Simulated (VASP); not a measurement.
A run of VASP 6.6.1:

Contents of INCAR:

```
SYSTEM = Mg2Ge
ALGO = Normal
EDIFF = 1E-8
ENCUT = 600
GGA = PS
GGA_COMPAT = .False.
IBRION = 6
ISIF = 3
ISMEAR = -1
LASPH = .True.
LCHARG = .True.
LREAL = .False.
LWAVE = .False.
NBANDS = 16
NELM = 120
NFREE = 2
NSW = 1
POTIM = 0.015
PREC = Accurate
SIGMA = 0.05
```

KPOINTS

```
k-points
0
Gamma
  12 12 12
  0 0 0
```

POSCAR

```
Mg2Ge
1.0
    0.0000000000      3.1629220614      3.1629220614
    3.1629220614      0.0000000000      3.1629220614
    3.1629220614      3.1629220614      0.0000000000
Mg Ge
2 1
Direct
    0.2500000000      0.2500000000      0.2500000000
    0.7500000000      0.7500000000      0.7500000000
    0.0000000000      0.0000000000      0.0000000000
```

Potentials or basis: VASP PAW PBE potentials, release 64 (Mg, Ge_d).

The run is started by

```console
$ cat potpaw_PBE.64/Mg/POTCAR potpaw_PBE.64/Ge_d/POTCAR > POTCAR
$ mpirun -np 1 vasp_std > vasp.out
```

Hardware: 1 thread of Intel(R) Xeon(R) 6975P-C (Granite Rapids) (shared host).

Task: Estimate the wall time of this run.

Result: Wall time 34 min on 1 thread of Intel(R) Xeon(R) 6975P-C (Granite Rapids), with other jobs on the host, peak memory 0.99 GiB. Counts: scf iterations 170, k points 72.
